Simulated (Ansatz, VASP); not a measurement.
# Two plane-wave programs on Sb3Pb

```
CELL_PARAMETERS angstrom
-3.14979 3.14979 3.14979
3.14979 -3.14979 3.14979
3.14979 3.14979 -3.14979
ATOMIC_POSITIONS crystal
Sb 0.00000 0.50000 0.50000
Sb 0.50000 0.00000 0.50000
Sb 0.50000 0.50000 0.00000
Pb 0.00000 0.00000 0.00000
```

Alike in both runs: task relaxation of cell and atoms; functional PBE; k mesh 10 × 10 × 10; occupations gaussian, width 0.1 eV; no spin polarisation.

|  | VASP | Ansatz |
| --- | --- | --- |
| version | VASP 6.6.1 | Ansatz 0.2.0 |
| potentials or method | VASP PAW PBE potentials, release 64 (Sb, Pb_d), cutoff 600 eV | scalar-relativistic, plane waves, PAW |
| valence electrons in the cell | 29 | 59 |

|  | VASP | Ansatz | Ansatz less VASP |
| --- | --- | --- | --- |
| gap on the k mesh at the Fermi level, each at its own relaxed structure (eV) | none | none | - |
| relaxed volume (Å³/atom) | 31.25 | 31.25 | 0.000 |
| relaxed length of the cell vector where the two differ most in proportion (Å) | 5.456 | 5.456 | 0.0000 |

A gap of «none» marks a metal or a gap that the smearing closes. VASP's potentials hold 29 valence electrons a cell and Ansatz's 59, so a difference there can come from the potentials and not from the codes.

Spin-orbit coupling is off throughout. Noted on VASP's run: the relaxation stopped at its first step, so nothing moved.
